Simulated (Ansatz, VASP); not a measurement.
## Two plane-wave programs on Rh

File INCAR:

```
  PREC = Accurate
  ENCUT = 520
  EDIFF = 1E-6
  ISMEAR = 0
  SIGMA = 0.1
  LREAL = F
  LASPH = T
  NELM = 60
  ALGO = Fast
  ISIF = 2
  LWAVE = F
  LCHARG = F
  GGA = PE
  NBANDS = 14
```

KPOINTS

```
regular mesh
0
Gamma
  18 18 18
```

The input POSCAR:

```
Rh
1.0
    0.2281860000      2.0577243015      2.0577243015
    2.0577243015      0.2281860000      2.0577243015
    2.0577243015      2.0577243015      0.2281860000
Rh
1
Direct
    0.0000000000      0.0000000000      0.0000000000
```

Input for Ansatz:

```yaml
crystal:
  lattice:
    - [0.228186, 2.0577243015, 2.0577243015]
    - [2.0577243015, 0.228186, 2.0577243015]
    - [2.0577243015, 2.0577243015, 0.228186]
  atoms:
    - { symbol: Rh, position: [0.0, 0.0, 0.0] }
basis:
  ecutwfc: 420
kpoints:
  mp_grid: { grid: [18, 18, 18] }
hamiltonian:
  xc: pbe
scf:
  occupations: { method: gaussian, width: 0.1 }
output:
  forces: true
  stress: true
  eigenvalues: true
```

Alike in both runs: task single point; functional PBE; k mesh 18 × 18 × 18; occupations gaussian, width 0.1 eV; no spin polarisation.

```csv
,VASP,Ansatz
version,VASP 6.6.1,Ansatz 0.2.0
potentials or method,"VASP PAW PBE potentials, release 64 (Rh_pv), cutoff 520 eV","scalar-relativistic, plane waves, PAW"
valence electrons in the cell,15,17
```

|  | VASP | Ansatz | Ansatz less VASP |
| --- | --- | --- | --- |
| gap on the k mesh at the Fermi level (eV) | none | none | - |
| pressure (GPa) | 1.7 | 1.8 | +0.06 |
| traceless stress, the component that is largest in VASP (GPa) | -16.28 | -16.25 | +0.025 |

A gap of «none» marks a metal or a gap that the smearing closes. The functional is the same, so the differences come from potentials, cutoffs and numerics. VASP's potentials hold 15 valence electrons a cell and Ansatz's 17, so a difference there can come from the potentials and not from the codes.
